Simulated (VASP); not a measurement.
# Ga (Fm-3m) in VASP: a series of runs

Runs on Ga. Level: LDA. Tasks: single point, relaxation of cell and atoms.

Everything below comes from runs of VASP 6.6.1. Logs are shortened: lines on timing, memory, paths and dates and some standing lists are left out, and cuts for length are marked.

### Step 1. The cell of the first run

It takes space group Fm-3m (No. 225, cubic). Conventional cell: a = 4.203 Å, b = 4.203 Å, c = 4.203 Å, α = 90.00°, β = 90.00°, γ = 90.00°. Ga (site symmetry m-3m) has 12 Ga at 2.97 Å within 3.9 Å.

### Step 2. Single point, LDA (volume scaled by 1.08)

The input, INCAR:

```
SYSTEM = Ga
PREC = Accurate
ENCUT = 520
EDIFF = 1E-6
ISMEAR = -1
SIGMA = 0.1
LREAL = .False.
LASPH = .True.
NELM = 80
ALGO = Normal
ISIF = 2
LWAVE = .False.
LCHARG = .False.
NBANDS = 12
```

The input, KPOINTS:

```
regular mesh
0
Gamma
  15 15 15
  0 0 0
```

The input, POSCAR:

```
Ga
1.0
    0.0000000000      2.1014625458      2.1014625458
    2.1014625458      0.0000000000      2.1014625458
    2.1014625458      2.1014625458      0.0000000000
Ga
1
Direct
    0.0000000000      0.0000000000      0.0000000000
```

Potentials or basis: VASP PAW LDA potentials, release 64 (Ga_d).

On the command line:

```
$ cat potpaw_LDA.64/Ga_d/POTCAR > POTCAR
$ mpirun -np 1 vasp_std > vasp.out
```

OUTCAR:

```text
SYSTEM = Ga
   PREC = Accurate
   ENCUT = 520
   EDIFF = 1E-6
   ISMEAR = -1
   LREAL = .False.
   LASPH = .True.
   NELM = 80
   ISIF = 2

 ion  position               nearest neighbor table
   1  0.000  0.000  0.000-

  LATTYP: Found a face centered cubic cell.
 ALAT       =     4.2029250916

  Lattice vectors:

 A1 = (   0.0000000000,   2.1014625458,   2.1014625458)
 A2 = (   2.1014625458,   0.0000000000,   2.1014625458)
 A3 = (   2.1014625458,   2.1014625458,   0.0000000000)

Analysis of symmetry for initial positions (statically):
=====================================================================
 Subroutine PRICEL returns:
 Original cell was already a primitive cell.

 Routine SETGRP: Setting up the symmetry group for a
 face centered cubic supercell.

 Subroutine GETGRP returns: Found 48 space group operations
 (whereof 48 operations were pure point group operations)
 out of a pool of 48 trial point group operations.

The static configuration has the point symmetry O_h .

Analysis of symmetry for dynamics (positions and initial velocities):
=====================================================================
 Subroutine PRICEL returns:
 Original cell was already a primitive cell.

 Routine SETGRP: Setting up the symmetry group for a
 face centered cubic supercell.

 Subroutine GETGRP returns: Found 48 space group operations
 (whereof 48 operations were pure point group operations)
 out of a pool of 48 trial point group operations.

The dynamic configuration has the point symmetry O_h .

 Subroutine INISYM returns: Found 48 space group operations
 (whereof 48 operations are pure point group operations),
 and found     1 'primitive' translations

----------------------------------------------------------------------------------------

                                     Primitive cell

  volume of cell :      18.5607

  direct lattice vectors                    reciprocal lattice vectors
     0.000000000  2.101462546  2.101462546    -0.237929532  0.237929532  0.237929532
     2.101462546  0.000000000  2.101462546     0.237929532 -0.237929532  0.237929532
     2.101462546  2.101462546  0.000000000     0.237929532  0.237929532 -0.237929532

  length of vectors
     2.971916833  2.971916833  2.971916833     0.412106038  0.412106038  0.412106038

  position of ions in fractional coordinates (direct lattice)
     0.000000000  0.000000000  0.000000000

  ion indices of the primitive-cell ions
   primitive index   ion index
                 1           1

----------------------------------------------------------------------------------------

 KPOINTS: regular mesh

Automatic generation of k-mesh.
 Grid dimensions read from file:
 generate k-points for:   15   15   15

 Generating k-lattice:

  Cartesian coordinates                     Fractional coordinates (reciprocal lattice)
    -0.015861969  0.015861969  0.015861969     0.066666667  0.000000000  0.000000000
     0.015861969 -0.015861969  0.015861969     0.000000000  0.066666667  0.000000000
     0.015861969  0.015861969 -0.015861969     0.000000000  0.000000000  0.066666667

  Length of vectors
     0.027473736  0.027473736  0.027473736

  Shift w.r.t. Gamma in fractional coordinates (k-lattice)
     0.000000000  0.000000000  0.000000000

 Subroutine IBZKPT returns following result:
 ===========================================

 Found    120 irreducible k-points:

 Following reciprocal coordinates:
            Coordinates               Weight
  0.000000  0.000000  0.000000      1.000000
  0.066667  0.000000  0.000000      8.000000
  0.133333  0.000000  0.000000      8.000000
  0.200000  0.000000  0.000000      8.000000
  0.266667  0.000000  0.000000      8.000000
  0.333333  0.000000  0.000000      8.000000
[... 16 lines left out ...]
  0.133333  0.133333  0.000000      6.000000
  0.200000  0.133333  0.000000     24.000000
 [... further k-points ...]
   k-points           NKPTS =    120   k-points in BZ     NKDIM =    120   number of bands    NBANDS=     12
   number of dos      NEDOS =    301   number of ions     NIONS =      1
   total plane-waves  NPLWV =  13824
   dimension x,y,z NGX =    24 NGY =   24 NGZ =   24
   dimension x,y,z NGXF=    48 NGYF=   48 NGZF=   48
   ions per type =               1
   NGX,Y,Z   is equivalent  to a cutoff of  13.43, 13.43, 13.43 a.u.
   NGXF,Y,Z  is equivalent  to a cutoff of  26.85, 26.85, 26.85 a.u.
 SYSTEM =  Ga
   PREC   = accura    normal or accurate (medium, high low for compatibility)
   ISTART =      0    job   : 0-new  1-cont  2-samecut
   ICHARG =      2    charge: 1-file 2-atom 10-const
   ISPIN  =      1    spin polarized calculation?
   LNONCOLLINEAR =      F non collinear calculations
   LSORBIT =      F    spin-orbit coupling
   LASPH  =      T    aspherical Exc in radial PAW
   ENCUT  =  520.0 eV  38.22 Ry    6.18 a.u.   5.53  5.53  5.53*2*pi/ulx,y,z
   NELM   =     80;   NELMIN=  2; NELMDL= -5     # of ELM steps
   EDIFF  = 0.1E-05   stopping-criterion for ELM
   LREAL  =      F    real-space projection
   EDIFFG = 0.1E-04   stopping-criterion for IOM
   NSW    =      0    number of steps for IOM
   IBRION =     -1    ionic relax: 0-MD 1-quasi-New 2-CG
   NFREE  =      0    steps in history (QN), initial steepest desc. (CG)
   ISIF   =      2    stress and relaxation
   ISYM   =      2    0-nonsym 1-usesym 2-fastsym
   POTIM  = 0.5000    time-step for ionic-motion
   TEBEG  =    0.0;   TEEND  =   0.0 temperature during run
   PSTRESS=    0.0 pullay stress
   NELECT =      13.0000    total number of electrons
   NUPDOWN=      -1.0000    fix difference up-down
   EMIN   =  10.00;   EMAX   =-10.00  energy-range for DOS
   EFERMI =   0.00;   METHOD = LEGACY
   ISMEAR =    -1;   SIGMA  =   0.10  broadening in eV -4-tet -1-fermi 0-gaus
   EFERMI_NEDOS =   21; number of points for ismear=-14 and -15
   IALGO  =     38    algorithm
   IMIX   =      4    mixing-type and parameters
     AMIX     =   0.40;   BMIX     =  1.00
     AMIX_MAG =   1.60;   BMIX_MAG =  1.00
  volume/ion in A,a.u.               =      18.56       125.25
  Fermi-wavevector in a.u.,A,eV,Ry     =   1.453866  2.747408 28.758982  2.113726
  Thomas-Fermi vector in A             =   2.571083
   LORBIT       =      0    0 simple, 1 ext, 2 COOP (PROOUT), +10 PAW based schemes
   GGA     = CA    functional components
   LHFCALC =     F    Hartree Fock is set to
   AEXX    =    0.0000 exact exchange contribution
   IVDW    =     0    specifies the selected vdW correction
   LEPSILON=     F    determine dielectric tensor
   LRPA    =     F    only Hartree local field effects (RPA)
 non-spin polarized calculation
  energy-cutoff  :      520.00
  volume of cell :       18.56
 maximum number of plane-waves:       531
 NGX is ok and might be reduce to    24
   NGX = 11   NGY = 11   NGZ = 11

 number of electron      13.0000005 magnetization

 Free energy of the ion-electron system (eV)
  ---------------------------------------------------
  ext. energy  EPLUGINS =         0.00000000
  ---------------------------------------------------
  free energy    TOTEN  =        -3.54830359 eV

  energy without entropy =       -3.53518174  energy(sigma->0) =       -3.54174267

 E-fermi :   5.4480     XC(G=0): -11.4136

 val. band max:        5.4368913719   @ k =  -0.2667   0.4667   0.2000
 cond. band min:       5.4989426958   @ k =  -0.2667   0.4000   0.1333
 fundamental gap:      0.0620513239
 Fermi energy:         5.4480247211

 k-point     1 :       0.0000    0.0000    0.0000
  band No.  band energies     occupation
      1      -9.5462      2.00000
      2      -9.5462      2.00000
      3      -9.5462      2.00000
      4      -9.4203      2.00000
      5      -9.4203      2.00000
      6      -5.7188      2.00000
      7      17.6900      0.00000
      8      17.6900      0.00000
      9      17.6900      0.00000
     10      21.5290      0.00000
     11      21.7250      0.00000
     12      21.7250      0.00000

 k-point     2 :       0.0667    0.0000    0.0000
  band No.  band energies     occupation
      1      -9.5478      2.00000
      2      -9.5406      2.00000
      3      -9.5406      2.00000
      4      -9.4212      2.00000
      5      -9.4212      2.00000
      6      -5.6035      2.00000
      7      16.3016      0.00000
      8      17.4539      0.00000
      9      17.4539      0.00000
     10      20.5239      0.00000
     11      22.1200      0.00000
     12      22.1200      0.00000

 k-point     3 :       0.1333    0.0000    0.0000
  band No.  band energies     occupation
      1      -9.5535      2.00000
      2      -9.5273      2.00000
      3      -9.5273      2.00000
      4      -9.4210      2.00000
      5      -9.4210      2.00000
      6      -5.2558      2.00000
      7      13.7104      0.00000
      8      16.9449      0.00000
      9      16.9449      0.00000
     10      20.1450      0.00000
     11      22.9894      0.00000
     12      22.9894      0.00000
[... 286 lines left out ...]
 k-point    23 :       0.1333    0.1333    0.0000
  band No.  band energies     occupation
      1      -9.5742      2.00000
      2      -9.5059      2.00000
      3      -9.5059      2.00000
      4      -9.4509      2.00000
      5      -9.4038      2.00000
      6      -5.1017      2.00000
      7      15.1856      0.00000
      8      15.1856      0.00000
      9      15.9636      0.00000
     10      18.0386      0.00000
     11      21.3199      0.00000
     12      25.2131      0.00000

 k-point    24 :       0.2000    0.1333    0.0000
  band No.  band energies     occupation
      1      -9.5849      2.00000
      2      -9.4913      2.00000
      3      -9.4877      2.00000
      4      -9.4619      2.00000
      5      -9.3933      2.00000
      6      -4.6741      2.00000
      7      13.0569      0.00000
      8      14.4762      0.00000
      9      15.7150      0.00000
     10      18.0932      0.00000
     11      19.9623      0.00000
     12      25.4115      0.00000

 [... further k-points ...]
[... 5 lines left out ...]
  --------------------------------------------------------------------------------------
  -------------------------------------------------------------------------------------
  Total       -0.5221986     -0.5221986     -0.5221986      0.0000000     -0.0000000      0.0000000
  in kB      -45.0766158    -45.0766158    -45.0766158      0.0000000     -0.0000000      0.0000000
  external PRESSURE =     -45.0766158 kB  Pullay stress =       0.0000000 kB

 VOLUME and BASIS-vectors are now :
 -----------------------------------------------------------------------------
  energy-cutoff  :      520.00
  volume of cell :       18.56
      direct lattice vectors                 reciprocal lattice vectors
     0.000000000  2.101462546  2.101462546    -0.237929532  0.237929532  0.237929532
     2.101462546  0.000000000  2.101462546     0.237929532 -0.237929532  0.237929532
     2.101462546  2.101462546  0.000000000     0.237929532  0.237929532 -0.237929532

 POSITION                                       TOTAL-FORCE (eV/Angst)
 -----------------------------------------------------------------------------------
      0.00000      0.00000      0.00000         0.000000      0.000000      0.000000
 -----------------------------------------------------------------------------------
    total drift:                               -0.000000      0.000000     -0.000000

  FREE ENERGIE OF THE ION-ELECTRON SYSTEM (eV)
  ---------------------------------------------------
  free  energy   TOTEN  =        -3.5483035880 eV

  energy  without entropy=       -3.5351817446  energy(sigma->0) =       -3.54174267
```

Run time: 6.4 s. Hardware: 1 thread of Intel Xeon 6975P-C (Granite Rapids), shared host; peak memory 0.13 GiB.

Results:

```yaml
Free_energy: -3.5483 eV
Pressure: -4.5 GPa
```

Levels at points of the mesh, in eV from the Fermi level:
| k point | band 3 | band 4 | band 5 | band 6 | band 7 | band 8 | band 9 | band 10 |
| --- | --- | --- | --- | --- | --- | --- | --- | --- |
| (0.00, 0.00, 0.00) | -14.99 | -14.87 | -14.87 | -11.17 | 12.24 | 12.24 | 12.24 | 16.08 |

Caveat: the cell differs from its parent crystal (volume scaled by 1.08).

### Step 3. Single point, LDA (volume scaled by 1.12)

The input, INCAR:

```
ALGO = Normal
EDIFF = 1E-7
ENCUT = 520
ISIF = 2
ISMEAR = -1
LASPH = True
LCHARG = False
LREAL = False
LWAVE = False
NBANDS = 12
NELM = 80
PREC = Accurate
SIGMA = 0.1
```

The input, KPOINTS:

```
k-points
0
Gamma
  15 15 15
```

The input, POSCAR:

```
Ga
1.0
    0.0000000000      2.1270926638      2.1270926638
    2.1270926638      0.0000000000      2.1270926638
    2.1270926638      2.1270926638      0.0000000000
Ga
1
Direct
    0.0000000000      0.0000000000      0.0000000000
```

Potentials or basis: VASP PAW LDA potentials, release 64 (Ga_d).

On the command line:

```
$ cat potpaw_LDA.64/Ga_d/POTCAR > POTCAR
$ mpirun -np 1 vasp_std > vasp.out
```

Wall time 6.7 s (1 thread of Intel Xeon 6975P-C (Granite Rapids), shared host); peak memory 0.14 GiB.

The run converged. Its results:

| Quantity | Value |
| --- | --- |
| Free energy | -3.5265 eV |
| Pressure | -5.8 GPa |

Levels at points of the mesh, in eV from the Fermi level:
| k point | band 2 | band 3 | band 4 | band 5 | band 6 | band 7 | band 8 | band 9 | band 10 | band 11 |
| --- | --- | --- | --- | --- | --- | --- | --- | --- | --- | --- |
| (0.00, 0.00, 0.00) | -14.94 | -14.94 | -14.83 | -14.83 | -10.87 | 11.86 | 11.86 | 11.86 | 15.90 | 15.97 |

Caveat: the cell differs from its parent crystal (volume scaled by 1.12).

### Step 4. Relaxation of cell and atoms, LDA

This run uses another cell than the first one, of 19.59 Å³/atom, 1.056 times its volume.

The input, INCAR:

```
SYSTEM = Ga
  PREC = Accurate
  ENCUT = 600
  EDIFF = 1E-7
  ISMEAR = -1
  SIGMA = 0.1
  LREAL = .False.
  LASPH = .True.
  NELM = 80
  ALGO = Normal
  ISIF = 3
  LWAVE = .False.
  LCHARG = .False.
  IBRION = 2
  NSW = 80
  EDIFFG = -0.01
```

The input, KPOINTS:

```
regular mesh
0
Gamma
  13 13 13
  0 0 0
```

The input, POSCAR:

```
Ga
1.0
    0.0000000000      2.1397919757      2.1397919757
    2.1397919757      0.0000000000      2.1397919757
    2.1397919757      2.1397919757      0.0000000000
Ga
1
Direct
    0.0000000000      0.0000000000      0.0000000000
```

On the command line:

```
$ cat potpaw_LDA.64/Ga_d/POTCAR > POTCAR
$ mpirun -np 1 vasp_std > vasp.out
```

It took 16 s on 1 thread of Intel Xeon 6975P-C (Granite Rapids), shared host; peak memory 0.15 GiB.

The run converged. Its results:

| Item | Value |
| --- | --- |
| Free energy | -3.5644 eV |
| Relaxed volume | 17.23 Å³/atom |
| Relaxed cell | a = 2.899 Å, b = 2.899 Å, c = 2.899 Å, α = 60.00°, β = 60.00°, γ = 60.00° |
| Space group after relaxing (to 0.05 Å) | Fm-3m (No. 225) |
| Energy gained by relaxing | 52.6 meV/atom |
| Ionic steps | 6 |
| Pressure after relaxing | 0.0 GPa |

Step by step:
```
step  energy change (eV)  largest force (eV/Å)  pressure (GPa)  volume (Å³)
   1              0.0000                0.0000           -6.30        19.59
   2             -0.0517                0.0000           -0.84        17.49
   3             -0.0525                0.0000           -0.28        17.29
   4             -0.0526                0.0000            0.26        17.19
   5             -0.0526                0.0000           -0.16        17.23
   6             -0.0526                0.0000           -0.01        17.23
```

Final structure:
```cif
data_structure
_symmetry_space_group_name_H-M 'P 1'
_symmetry_Int_Tables_number 1
_cell_length_a 2.8993
_cell_length_b 2.8993
_cell_length_c 2.8993
_cell_angle_alpha 60.000
_cell_angle_beta 60.000
_cell_angle_gamma 60.000
_cell_volume 17.23
loop_
_atom_site_label
_atom_site_type_symbol
_atom_site_fract_x
_atom_site_fract_y
_atom_site_fract_z
_atom_site_occupancy
Ga1 Ga 0.00000 0.00000 0.00000 1
```

Levels at points of the mesh, in eV from the Fermi level:
```tsv
k point	band 4	band 5	band 6	band 7	band 8	band 9
(0.00, 0.00, 0.00)	-14.96	-14.96	-11.80	13.05	13.05	13.05
```

### Step 5. Summary

```tsv
task	cell	k mesh	cutoff (eV)	gap on the mesh (eV)	pressure (GPa)
single point	a = 2.972 Å, angles 60.0°, 1 atom	15 × 15 × 15	520	none	-4.5
single point	a = 3.008 Å, angles 60.0°, 1 atom	15 × 15 × 15	520	none	-5.8
relaxation of cell and atoms	relaxed from a = 3.026 Å, angles 60.0°, 1 atom	13 × 13 × 13	600	none	0.0
```

Alike in all rows: level LDA; potentials or basis VASP PAW LDA potentials, release 64 (Ga_d); no spin polarisation; smearing fermi-dirac 0.1 eV.

Total energies depend on the potentials used, so only differences within one code and one set of settings carry meaning.
